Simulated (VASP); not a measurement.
# Li5F (P4/mmm) in VASP: notebook

Runs on Li5F. Level: PBE. Tasks: single point, relaxation of cell and atoms.

All numbers are computed with VASP 6.6.1; they aren't measurements. Logs are shortened: lines on timing, memory, paths and dates and some standing lists are left out, and cuts for length are marked.

### 1 The cell of the first run

It takes space group P4/mmm (No. 123, tetragonal). Conventional cell: a = 5.855 Å, b = 5.855 Å, c = 3.367 Å, α = 90.00°, β = 90.00°, γ = 90.00°. Li (site symmetry m2m) has 1 F at 1.87 Å within 2.5 Å. Li (site symmetry 4/mmm) has 10 Li at 2.83 to 3.37 Å within 3.7 Å. Within 2.5 Å of F (site symmetry 4/mmm) lie 4 Li at 1.87 Å.

The cell was built from a structure type or drawn by symmetry, and may not be a known phase.

### 2 Single point, PBE

INCAR

```
SYSTEM = Li5F
ALGO = Normal
EDIFF = 1E-6
ENCUT = 520
GGA = PE
ISIF = 2
ISMEAR = 0
LASPH = .TRUE.
LCHARG = .FALSE.
LREAL = .FALSE.
LWAVE = .FALSE.
NBANDS = 20
NELM = 100
PREC = Accurate
SIGMA = 0.1
```

KPOINTS

```
k-points
0
G
  6 6 12
  0 0 0
```

POSCAR

```
Li5F
1.0
    5.8549109438      0.0000000000      0.0000000000
    0.0000000000      5.8549109438      0.0000000000
    0.0000000000      0.0000000000      3.3665456827
Li F
5 1
Direct
    0.7745122450      0.7745122450      0.0000000000
    0.2254877550      0.2254877550      0.0000000000
    0.2254877550      0.7745122450      0.0000000000
    0.7745122450      0.2254877550      0.0000000000
    0.5000000000      0.5000000000      0.5000000000
    0.0000000000      0.0000000000      0.0000000000
```

Potentials or basis: VASP PAW PBE potentials, release 64 (Li_sv, F).

Run with:

```sh
$ cat potpaw_PBE.64/Li_sv/POTCAR potpaw_PBE.64/F/POTCAR > POTCAR
$ mpirun -np 1 vasp_std > vasp.out
```

OUTCAR:

```text
SYSTEM = Li5F
   EDIFF = 1E-6
   ENCUT = 520
   GGA = PE
   ISIF = 2
   ISMEAR = 0
   LASPH = .TRUE.
   LREAL = .FALSE.
   NELM = 100
   PREC = Accurate

 ion  position               nearest neighbor table
   1  0.775  0.775  0.000-   6 1.87
   2  0.225  0.225  0.000-   6 1.87
   3  0.225  0.775  0.000-   6 1.87
   4  0.775  0.225  0.000-   6 1.87
   5  0.500  0.500  0.500-
   6  0.000  0.000  0.000-   1 1.87   2 1.87   3 1.87   4 1.87

  LATTYP: Found a simple tetragonal cell.
 ALAT       =     5.8549109438
 C/A-ratio  =     0.5749951989

  Lattice vectors:

 A1 = (   5.8549109438,   0.0000000000,   0.0000000000)
 A2 = (   0.0000000000,   5.8549109438,   0.0000000000)
 A3 = (   0.0000000000,   0.0000000000,   3.3665456827)

Analysis of symmetry for initial positions (statically):
=====================================================================
 Subroutine PRICEL returns:
 Original cell was already a primitive cell.

 Routine SETGRP: Setting up the symmetry group for a
 simple tetragonal supercell.

 Subroutine GETGRP returns: Found 16 space group operations
 (whereof 16 operations were pure point group operations)
 out of a pool of 16 trial point group operations.

The static configuration has the point symmetry D_4h.

Analysis of symmetry for dynamics (positions and initial velocities):
=====================================================================
 Subroutine PRICEL returns:
 Original cell was already a primitive cell.

 Routine SETGRP: Setting up the symmetry group for a
 simple tetragonal supercell.

 Subroutine GETGRP returns: Found 16 space group operations
 (whereof 16 operations were pure point group operations)
 out of a pool of 16 trial point group operations.

The dynamic configuration has the point symmetry D_4h.

 Subroutine INISYM returns: Found 16 space group operations
 (whereof 16 operations are pure point group operations),
 and found     1 'primitive' translations

----------------------------------------------------------------------------------------

                                     Primitive cell

  volume of cell :     115.4051

  direct lattice vectors                    reciprocal lattice vectors
     5.854910944  0.000000000  0.000000000     0.170796791  0.000000000  0.000000000
     0.000000000  5.854910944  0.000000000     0.000000000  0.170796791  0.000000000
     0.000000000  0.000000000  3.366545683     0.000000000  0.000000000  0.297040377

  length of vectors
     5.854910944  5.854910944  3.366545683     0.170796791  0.170796791  0.297040377

  position of ions in fractional coordinates (direct lattice)
     0.774512245  0.774512245  0.000000000
     0.225487755  0.225487755  0.000000000
     0.225487755  0.774512245  0.000000000
     0.774512245  0.225487755  0.000000000
     0.500000000  0.500000000  0.500000000
     0.000000000  0.000000000  0.000000000

  ion indices of the primitive-cell ions
   primitive index   ion index
                 1           1
                 2           2
                 3           3
                 4           4
                 5           5
                 6           6

----------------------------------------------------------------------------------------

 KPOINTS: k-points

Automatic generation of k-mesh.
 Grid dimensions read from file:
 generate k-points for:    6    6   12

 Generating k-lattice:

  Cartesian coordinates                     Fractional coordinates (reciprocal lattice)
     0.028466132  0.000000000  0.000000000     0.166666667  0.000000000  0.000000000
     0.000000000  0.028466132  0.000000000     0.000000000  0.166666667  0.000000000
     0.000000000  0.000000000  0.024753365     0.000000000  0.000000000  0.083333333

  Length of vectors
     0.028466132  0.028466132  0.024753365

  Shift w.r.t. Gamma in fractional coordinates (k-lattice)
     0.000000000  0.000000000  0.000000000

 Subroutine IBZKPT returns following result:
 ===========================================

 Found     70 irreducible k-points:

 Following reciprocal coordinates:
            Coordinates               Weight
  0.000000  0.000000  0.000000      1.000000
  0.166667  0.000000  0.000000      4.000000
  0.333333  0.000000  0.000000      4.000000
  0.500000  0.000000  0.000000      2.000000
  0.166667  0.166667  0.000000      4.000000
  0.333333  0.166667  0.000000      8.000000
[... 16 lines left out ...]
  0.333333  0.000000  0.166667      8.000000
  0.500000  0.000000  0.166667      4.000000
 [... further k-points ...]
   k-points           NKPTS =     70   k-points in BZ     NKDIM =     70   number of bands    NBANDS=     20
   number of dos      NEDOS =    301   number of ions     NIONS =      6
   total plane-waves  NPLWV =  64512
   dimension x,y,z NGX =    48 NGY =   48 NGZ =   28
   dimension x,y,z NGXF=    96 NGYF=   96 NGZF=   56
   ions per type =               5   1
   NGX,Y,Z   is equivalent  to a cutoff of  13.63, 13.63, 13.83 a.u.
   NGXF,Y,Z  is equivalent  to a cutoff of  27.26, 27.26, 27.65 a.u.
 SYSTEM =  Li5F
   PREC   = accura    normal or accurate (medium, high low for compatibility)
   ISTART =      0    job   : 0-new  1-cont  2-samecut
   ICHARG =      2    charge: 1-file 2-atom 10-const
   ISPIN  =      1    spin polarized calculation?
   LNONCOLLINEAR =      F non collinear calculations
   LSORBIT =      F    spin-orbit coupling
   LASPH  =      T    aspherical Exc in radial PAW
   ENCUT  =  520.0 eV  38.22 Ry    6.18 a.u.  10.89 10.89  6.26*2*pi/ulx,y,z
   NELM   =    100;   NELMIN=  2; NELMDL= -5     # of ELM steps
   EDIFF  = 0.1E-05   stopping-criterion for ELM
   LREAL  =      F    real-space projection
   EDIFFG = 0.1E-04   stopping-criterion for IOM
   NSW    =      0    number of steps for IOM
   IBRION =     -1    ionic relax: 0-MD 1-quasi-New 2-CG
   NFREE  =      0    steps in history (QN), initial steepest desc. (CG)
   ISIF   =      2    stress and relaxation
   ISYM   =      2    0-nonsym 1-usesym 2-fastsym
   POTIM  = 0.5000    time-step for ionic-motion
   TEBEG  =    0.0;   TEEND  =   0.0 temperature during run
   PSTRESS=    0.0 pullay stress
   NELECT =      22.0000    total number of electrons
   NUPDOWN=      -1.0000    fix difference up-down
   EMIN   =  10.00;   EMAX   =-10.00  energy-range for DOS
   EFERMI =   0.00;   METHOD = LEGACY
   ISMEAR =     0;   SIGMA  =   0.10  broadening in eV -4-tet -1-fermi 0-gaus
   EFERMI_NEDOS =   21; number of points for ismear=-14 and -15
   IALGO  =     38    algorithm
   IMIX   =      4    mixing-type and parameters
     AMIX     =   0.40;   BMIX     =  1.00
     AMIX_MAG =   1.60;   BMIX_MAG =  1.00
  volume/ion in A,a.u.               =      19.23       129.80
  Fermi-wavevector in a.u.,A,eV,Ry     =   0.942195  1.780490 12.078313  0.887731
  Thomas-Fermi vector in A             =   2.069780
   LORBIT       =      0    0 simple, 1 ext, 2 COOP (PROOUT), +10 PAW based schemes
   GGA     = PE    functional components
   LHFCALC =     F    Hartree Fock is set to
   AEXX    =    0.0000 exact exchange contribution
   IVDW    =     0    specifies the selected vdW correction
   LEPSILON=     F    determine dielectric tensor
   LRPA    =     F    only Hartree local field effects (RPA)
 non-spin polarized calculation
 Gauss-broadening in eV      SIGMA  =   0.10
  energy-cutoff  :      520.00
  volume of cell :      115.41
 maximum number of plane-waves:      3129
 NGX is ok and might be reduce to    48
   NGX = 21   NGY = 21   NGZ = 13

 number of electron      21.9999979 magnetization

 Free energy of the ion-electron system (eV)
  ---------------------------------------------------
  ext. energy  EPLUGINS =         0.00000000
  ---------------------------------------------------
  free energy    TOTEN  =       -16.26452135 eV

  energy without entropy =      -16.25769964  energy(sigma->0) =      -16.26111049

 E-fermi :   0.8803     XC(G=0):  -6.9850

 val. band max:        0.8654236590   @ k =   0.1667   0.1667   0.0833
 cond. band min:       0.9065658436   @ k =   0.5000   0.0000   0.5000
 fundamental gap:      0.0411421846
 Fermi energy:         0.8803329834

 k-point     1 :       0.0000    0.0000    0.0000
  band No.  band energies     occupation
      1     -46.2140      2.00000
      2     -46.1925      2.00000
      3     -46.1925      2.00000
      4     -46.1748      2.00000
      5     -45.6105      2.00000
      6     -24.6858      2.00000
[... 12 lines left out ...]
     19       7.6779      0.00000
     20      10.2811      0.00000

 k-point     2 :       0.1667    0.0000    0.0000
  band No.  band energies     occupation
      1     -46.2135      2.00000
      2     -46.1930      2.00000
      3     -46.1922      2.00000
      4     -46.1752      2.00000
      5     -45.6105      2.00000
      6     -24.6857      2.00000
[... 12 lines left out ...]
     19       8.2950      0.00000
     20       9.8982      0.00000

 k-point     3 :       0.3333    0.0000    0.0000
  band No.  band energies     occupation
      1     -46.2125      2.00000
      2     -46.1940      2.00000
      3     -46.1914      2.00000
      4     -46.1760      2.00000
      5     -45.6105      2.00000
      6     -24.6857      2.00000
[... 12 lines left out ...]
     19       8.3455      0.00000
     20       9.4909      0.00000

 k-point     4 :       0.5000    0.0000    0.0000
  band No.  band energies     occupation
      1     -46.2119      2.00000
      2     -46.1945      2.00000
      3     -46.1909      2.00000
      4     -46.1764      2.00000
      5     -45.6105      2.00000
      6     -24.6857      2.00000
[... 429 lines left out ...]
 k-point    23 :       0.3333    0.0000    0.1667
  band No.  band energies     occupation
      1     -46.2119      2.00000
      2     -46.1934      2.00000
      3     -46.1909      2.00000
      4     -46.1756      2.00000
      5     -45.6100      2.00000
      6     -24.6745      2.00000
[... 12 lines left out ...]
     19       8.1233      0.00000
     20       9.0318      0.00000

 k-point    24 :       0.5000    0.0000    0.1667
  band No.  band energies     occupation
      1     -46.2114      2.00000
      2     -46.1940      2.00000
      3     -46.1905      2.00000
      4     -46.1760      2.00000
      5     -45.6100      2.00000
      6     -24.6745      2.00000
[... 12 lines left out ...]
     19       8.6428      0.00000
     20       8.7493      0.00000

 [... further k-points ...]
[... 5 lines left out ...]
  --------------------------------------------------------------------------------------
  -------------------------------------------------------------------------------------
  Total       -0.0462180     -0.0462180     -0.1170712      0.0000000      0.0000000     -0.0000000
  in kB       -0.6416479     -0.6416479     -1.6253070      0.0000000      0.0000000     -0.0000000
  external PRESSURE =      -0.9695342 kB  Pullay stress =       0.0000000 kB

 VOLUME and BASIS-vectors are now :
 -----------------------------------------------------------------------------
  energy-cutoff  :      520.00
  volume of cell :      115.41
      direct lattice vectors                 reciprocal lattice vectors
     5.854910944  0.000000000  0.000000000     0.170796791  0.000000000  0.000000000
     0.000000000  5.854910944  0.000000000     0.000000000  0.170796791  0.000000000
     0.000000000  0.000000000  3.366545683     0.000000000  0.000000000  0.297040377

 POSITION                                       TOTAL-FORCE (eV/Angst)
 -----------------------------------------------------------------------------------
      4.53470      4.53470      0.00000        -0.008691     -0.008691      0.000000
      1.32021      1.32021      0.00000         0.008691      0.008691     -0.000000
      1.32021      4.53470      0.00000         0.008691     -0.008691      0.000000
      4.53470      1.32021      0.00000        -0.008691      0.008691     -0.000000
      2.92746      2.92746      1.68327         0.000000      0.000000      0.000000
      0.00000      0.00000      0.00000         0.000000      0.000000      0.000000
 -----------------------------------------------------------------------------------
    total drift:                                0.000000      0.000000     -0.000000

  FREE ENERGIE OF THE ION-ELECTRON SYSTEM (eV)
  ---------------------------------------------------
  free  energy   TOTEN  =       -16.2645213481 eV

  energy  without entropy=      -16.2576996385  energy(sigma->0) =      -16.26111049
```

It took 2 min on 1 thread of Intel Xeon Platinum 8259CL at 2.50GHz (Skylake/Cascade Lake), shared host; peak memory 0.3 GiB.

What came out:

* Free energy: -16.2645 eV
* Largest force: 0.012 eV/Å
* Band gap on the k mesh: zero (bands 11 and 12 overlap by 2.34 eV)

Forces in eV/Å, atoms in the order of the input:
```
Li  -0.009 -0.009  0.000
Li   0.009  0.009  0.000
Li   0.009 -0.009  0.000
Li  -0.009  0.009  0.000
Li   0.000  0.000  0.000
F    0.000  0.000  0.000
```

Levels at points of the mesh, in eV from the Fermi level:
```
           k point  band 8  band 9  band 10  band 11  band 12  band 13  band 14  band 15
(0.00, 0.00, 0.00)   -7.54   -6.40    -3.09    -0.41     0.58     0.58     1.62     4.31
(0.50, 0.00, 0.00)   -7.54   -6.40    -2.53    -1.80     0.73     1.27     2.43     3.32
(0.50, 0.50, 0.00)   -7.56   -6.40    -1.84    -1.45    -1.45     1.02     4.48     4.92
(0.00, 0.00, 0.50)   -7.42   -7.11    -0.60    -0.46     1.78     1.78     1.82     4.14
(0.50, 0.00, 0.50)   -7.42   -7.10    -0.38     0.03     0.48     1.55     2.56     3.20
(0.50, 0.50, 0.50)   -7.43   -7.10    -0.07     0.60     0.60     1.24     1.78     1.78
```

Caveat: the cutoff is under 1.25 times the usual one of these potentials, so pressure, stress and relaxed cells hold a basis-set (Pulay) error.

### 3 Relaxation of cell and atoms, PBE

This run uses another cell than the first one, of 19.36 Å³/atom.

INCAR

```
PREC     = Accurate       # precision mode
ENCUT    = 600            # plane-wave cutoff, eV
EDIFF    = 1E-7           # SCF threshold, eV
ISMEAR   = 0              # smearing method
SIGMA    = 0.1            # smearing width, eV
LREAL    = False          # projectors in reciprocal space
LASPH    = True           # aspherical terms in the spheres
NELM     = 100            # most SCF steps
ALGO     = Normal         # electronic algorithm
ISIF     = 3              # what is computed and relaxed
LWAVE    = False          # write WAVECAR
LCHARG   = False          # write CHGCAR
GGA      = PE             # functional
IBRION   = 2              # ionic algorithm
NSW      = 100            # ionic steps
EDIFFG   = -0.01          # ionic threshold
```

KPOINTS

```
Automatic mesh
0
Gamma
  6 6 12
```

POSCAR

```
Li5F
1.0
    5.8289290293      0.0000000000      0.0000000000
    0.0000000000      5.8289290293      0.0000000000
    0.0000000000      0.0000000000      3.4193269841
Li F
5 1
Direct
    0.7731994767      0.7731994767      0.0000000000
    0.2268005233      0.2268005233      0.0000000000
    0.2268005233      0.7731994767      0.0000000000
    0.7731994767      0.2268005233      0.0000000000
    0.5000000000      0.5000000000      0.5000000000
    0.0000000000      0.0000000000      0.0000000000
```

Potentials or basis: VASP PAW PBE potentials, release 64 (Li_sv, F).

Run with:

```sh
$ cat potpaw_PBE.64/Li_sv/POTCAR potpaw_PBE.64/F/POTCAR > POTCAR
$ mpirun -np 1 vasp_std > vasp.out
```

It took 7.4 min on 1 thread of Intel Xeon Platinum 8259CL at 2.50GHz (Skylake/Cascade Lake), shared host; peak memory 0.32 GiB.

It converged, with:

```
Free energy                           : -16.2677 eV
Relaxed volume                        : 18.93 Å³/atom
Relaxed cell                          : a = 5.836 Å, b = 5.836 Å, c = 3.336 Å, α = 90.00°, β = 90.00°, γ = 90.00°
Space group after relaxing (to 0.1 Å) : P4/mmm (No. 123)
Energy gained by relaxing             : 0.8 meV/atom
Ionic steps                           : 7
Pressure after relaxing               : 0.0 GPa
Band gap on the k mesh                : zero (bands 11 and 12 overlap by 2.37 eV)
```

Forces in eV/Å, atoms in the order of the input:
```
Li   0.002  0.002  0.000
Li  -0.002 -0.002  0.000
Li  -0.002  0.002  0.000
Li   0.002 -0.002  0.000
Li   0.000  0.000  0.000
F    0.000  0.000  0.000
```

Step by step:
```
step  energy change (eV)  largest force (eV/Å)  pressure (GPa)  volume (Å³)
   1              0.0000                0.0315           -0.21       116.18
   2             -0.0011                0.0200           -0.15       115.76
   3             -0.0031                0.0150            0.02       114.50
   4             -0.0010                0.0891            0.39       112.00
   5             -0.0033                0.0326            0.10       113.88
   6             -0.0043                0.0153            0.07       113.74
   7             -0.0048                0.0029            0.03       113.59
```

Final structure:
```
CELL_PARAMETERS angstrom
5.83556 0.00000 0.00000
0.00000 5.83556 0.00000
0.00000 0.00000 3.33574
ATOMIC_POSITIONS crystal
Li 0.77402 0.77402 0.00000
Li 0.22598 0.22598 0.00000
Li 0.22598 0.77402 0.00000
Li 0.77402 0.22598 0.00000
Li 0.50000 0.50000 0.50000
F 0.00000 0.00000 0.00000
```

Levels at points of the mesh, in eV from the Fermi level:
| k point | band 9 | band 10 | band 11 | band 12 | band 13 | band 14 |
| --- | --- | --- | --- | --- | --- | --- |
| (0.00, 0.00, 0.00) | -6.38 | -3.10 | -0.43 | 0.58 | 0.58 | 1.63 |
| (0.50, 0.00, 0.00) | -6.38 | -2.55 | -1.82 | 0.73 | 1.26 | 2.46 |
| (0.50, 0.50, 0.00) | -6.38 | -1.85 | -1.46 | -1.46 | 1.05 | 4.51 |
| (0.00, 0.00, 0.50) | -7.13 | -0.58 | -0.45 | 1.79 | 1.79 | 1.86 |
| (0.50, 0.00, 0.50) | -7.12 | -0.37 | 0.04 | 0.50 | 1.61 | 2.57 |
| (0.50, 0.50, 0.50) | -7.11 | -0.06 | 0.60 | 0.60 | 1.26 | 1.83 |

Caveat: the cutoff is under 1.25 times the usual one of these potentials, so pressure, stress and relaxed cells hold a basis-set (Pulay) error.
